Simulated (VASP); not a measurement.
# CO2 (Cmce) in VASP: notebook, part 2 of 2

VASP 6.6.1. Earlier steps stand in the parts before.

## (3) Single point, r2SCAN

Contents of POSCAR:

```
CO2
1.0
    2.6359112300     -2.3873781200      0.0000000000
    2.6359112300      2.3873781200      0.0000000000
    0.0000000000      0.0000000000      6.5871749100
C O
2 4
Direct
    0.0000000000      0.0000000000      0.0000000000
    0.5000000000      0.5000000000      0.5000000000
    0.8071166372      0.1928833628      0.8929255861
    0.1928833628      0.8071166372      0.1070744139
    0.6928833628      0.3071166372      0.3929255861
    0.3071166372      0.6928833628      0.6070744139
```

Contents of INCAR.step1:

```
SYSTEM = CO2
ALGO     = Normal         ! electronic algorithm
EDIFF    = 1E-4           ! SCF threshold, eV
ENCUT    = 520            ! plane-wave cutoff, eV
GGA      = PE             ! functional
ISMEAR   = -1             ! smearing method
LASPH    = .True.         ! aspherical terms in the spheres
LCHARG   = .False.        ! write CHGCAR
LREAL    = .False.        ! projectors in reciprocal space
LWAVE    = .True.         ! write WAVECAR
NBANDS   = 25             ! bands
NELM     = 100            ! most SCF steps
PREC     = Accurate       ! precision mode
SIGMA    = 0.01           ! smearing width, eV
```

Contents of INCAR.step2:

```
SYSTEM = CO2
ALGO     = Normal         ! electronic algorithm
EDIFF    = 1E-6           ! SCF threshold, eV
ENCUT    = 520            ! plane-wave cutoff, eV
ISIF     = 2              ! what is computed and relaxed
ISMEAR   = -1             ! smearing method
ISTART   = 1            
LASPH    = .True.         ! aspherical terms in the spheres
LCHARG   = .False.        ! write CHGCAR
LMIXTAU  = .True.       
LREAL    = .False.        ! projectors in reciprocal space
LWAVE    = .False.        ! write WAVECAR
METAGGA  = R2SCAN         ! meta-GGA
NBANDS   = 25             ! bands
NELM     = 100            ! most SCF steps
PREC     = Accurate       ! precision mode
SIGMA    = 0.01           ! smearing width, eV
```

Contents of KPOINTS:

```
k-points
0
Gamma
  9 9 5
  0 0 0
```

Potentials or basis: VASP PAW PBE potentials, release 64 (C, O).

The run is started by

```
> cat potpaw_PBE.64/C/POTCAR potpaw_PBE.64/O/POTCAR > POTCAR
> cp INCAR.step1 INCAR
> mpirun -np 1 vasp_std > vasp.out
> cp INCAR.step2 INCAR
> mpirun -np 1 vasp_std > vasp.out
```

OUTCAR:

```text
SYSTEM = CO2
   EDIFF = 1E-6
   ENCUT = 520
   ISIF = 2
   ISMEAR = -1
   ISTART = 1
   LASPH = .True.
   LREAL = .False.
   METAGGA = R2SCAN
   NELM = 100
   PREC = Accurate

 ion  position               nearest neighbor table
   1  0.000  0.000  0.000-   3 1.16   4 1.16
   2  0.500  0.500  0.500-   5 1.16   6 1.16
   3  0.807  0.193  0.893-   1 1.16
   4  0.193  0.807  0.107-   1 1.16
   5  0.693  0.307  0.393-   2 1.16
   6  0.307  0.693  0.607-   2 1.16

  LATTYP: Found a base centered orthorhombic cell.
 ALAT       =     4.7747562400
 B/A-ratio  =     1.1041029521
 C/A-ratio  =     1.3795834968

  Lattice vectors:

 A1 = (  -2.6359112300,  -2.3873781200,   0.0000000000)
 A2 = (   2.6359112300,  -2.3873781200,   0.0000000000)
 A3 = (   0.0000000000,   0.0000000000,   6.5871749100)

Analysis of symmetry for initial positions (statically):
=====================================================================
 Subroutine PRICEL returns:
 Original cell was already a primitive cell.

 Routine SETGRP: Setting up the symmetry group for a
[... 180 lines left out ...]
 cond. band min:       3.7258592453   @ k =   0.0000   0.0000   0.0000
 fundamental gap:      7.3045682051
 Fermi energy:        -3.2829403229

 k-point     1 :       0.0000    0.0000    0.0000
  band No.  band energies     occupation
      1     -25.6818      2.00000
      2     -25.5190      2.00000
      3     -24.4032      2.00000
      4     -24.3244      2.00000
      5      -9.1229      2.00000
      6      -9.0588      2.00000
[... 661 lines left out ...]
     24      11.3424      0.00000
     25      11.3901      0.00000

 [... further k-points ...]

------------------------ aborting loop because EDIFF is reached ----------------------------------------

  FORCE on cell =-STRESS in cart. coord.  units (eV):
  Direction    XX          YY          ZZ          XY          YZ          ZX
  --------------------------------------------------------------------------------------
  -------------------------------------------------------------------------------------
  Total        0.1586970      2.4077392      1.3442494      0.0000000      0.0000000      0.0000000
  in kB        3.0668887     46.5306199     25.9782109      0.0000000      0.0000000      0.0000000
  external PRESSURE =      25.1919065 kB  Pullay stress =       0.0000000 kB

 VOLUME and BASIS-vectors are now :
 -----------------------------------------------------------------------------
  energy-cutoff  :      520.00
  volume of cell :       82.91
      direct lattice vectors                 reciprocal lattice vectors
     2.635911230 -2.387378120  0.000000000     0.189687723 -0.209434775  0.000000000
     2.635911230  2.387378120  0.000000000     0.189687723  0.209434775  0.000000000
     0.000000000  0.000000000  6.587174910     0.000000000  0.000000000  0.151810148

 POSITION                                       TOTAL-FORCE (eV/Angst)
 -----------------------------------------------------------------------------------
      0.00000      0.00000      0.00000         0.000000      0.000000     -0.000000
      2.63591      0.00000      3.29359        -0.000000      0.000000     -0.000000
      2.63591     -1.46641      5.88186         0.000000      0.634372     -0.480734
      2.63591      1.46641      0.70532         0.000000     -0.634372      0.480734
      2.63591     -0.92097      2.58827         0.000000     -0.634372     -0.480734
      2.63591      0.92097      3.99891         0.000000      0.634372      0.480734
 -----------------------------------------------------------------------------------
    total drift:                                0.000000      0.000000     -0.000000

  FREE ENERGIE OF THE ION-ELECTRON SYSTEM (eV)
  ---------------------------------------------------
  free  energy   TOTEN  =       -51.4630561336 eV

  energy  without entropy=      -51.4630561336  energy(sigma->0) =      -51.46305613
```

It took 3.4 min on 1 thread of Intel Xeon 6975P-C (Granite Rapids), shared host; peak memory 0.27 GiB.

What came out:

| Property | Result |
| --- | --- |
| Free energy | -51.4631 eV |
| Pressure | 2.5 GPa |
| Largest force | 0.796 eV/Å |
| Band gap on the k mesh | 7.30 eV (least direct gap 7.86 eV) |

Forces on the atoms (eV/Å):
```
C    0.000  0.000  0.000
C    0.000  0.000  0.000
O    0.000  0.634 -0.481
O    0.000 -0.634  0.481
O    0.000 -0.634 -0.481
O    0.000  0.634  0.481
```

Caveat: the PAW data sets were made with another functional, which shifts forces and pressure a little; an odd mesh through Γ misses points on the zone boundary, where band edges can lie.
